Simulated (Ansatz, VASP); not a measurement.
Two plane-wave programs on Re

```
CELL_PARAMETERS angstrom
0.00000 2.01374 2.01374
2.01374 0.00000 2.01374
2.01374 2.01374 0.00000
ATOMIC_POSITIONS crystal
Re 0.00000 0.00000 0.00000
```

Change from the starting cell: volume scaled by 1.06, PAW files.

Alike in both runs: task electric field gradients; functional LDA; k mesh 14 × 14 × 14; occupations fermi-dirac, width 0.03 eV; no spin polarisation.

|  | VASP | Ansatz |
| --- | --- | --- |
| version | VASP 6.6.1 | Ansatz 0.2.0 |
| potentials or method | VASP PAW LDA potentials, release 64 (Re) | PAW with Ansatz's default frozen-core files, scalar-relativistic |
| plane-wave cutoff (eV) | 520 | 420 |
| valence electrons in the cell | 7 | 15 |

```csv
,VASP,Ansatz,Ansatz less VASP
pressure (GPa),-38.3,-38.5,-0.28
```

LDA's correlation is that of Perdew and Zunger in VASP and of Perdew and Wang (1992) in Ansatz. Both programs put the cell under strong tension, so it lies far from rest at this level. VASP's potentials hold 7 valence electrons a cell and Ansatz's 15, so a difference there can come from the potentials and not from the codes.

Neither program's run includes spin-orbit coupling. Noted on VASP's run: the cell as given lies far from equilibrium.
